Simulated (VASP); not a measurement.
C, 4 atoms in the cell. The cell holds a slab with vacuum, 4 atoms: a = 2.466 Å, b = 2.466 Å, c = 17.500 Å, α = 90.00°, β = 90.00°, γ = 120.00°. 

```yaml
Program: VASP 6.6.1
Task: single point
Functional: PBE
Dispersion: D3(BJ)
Potentials_or_basis: VASP PAW PBE potentials, release 64 (C)
Cutoff: 520 eV
k_mesh: 15 × 15 × 1
Occupations: gaussian, width 0.1 eV
Spin: no spin polarisation
Dipole_correction: yes
Further_INCAR_settings: ALGO = Normal; EDIFF = 1e-06; NBANDS = 16
```

Potentials or basis: VASP PAW PBE potentials, release 64 (C).

Launch:

```bash
$ cat potpaw_PBE.64/C/POTCAR > POTCAR
$ mpirun -np 1 vasp_std > vasp.out
```

Hardware: 1 thread of Intel(R) Xeon(R) 6975P-C (Granite Rapids), with other jobs on the host.

Task: Estimate the wall time of this run.

Result: Run time: 120 s on 1 thread of Intel(R) Xeon(R) 6975P-C (Granite Rapids) (shared host), peak memory 0.27 GiB. Counts: scf iterations 20, k points 113.
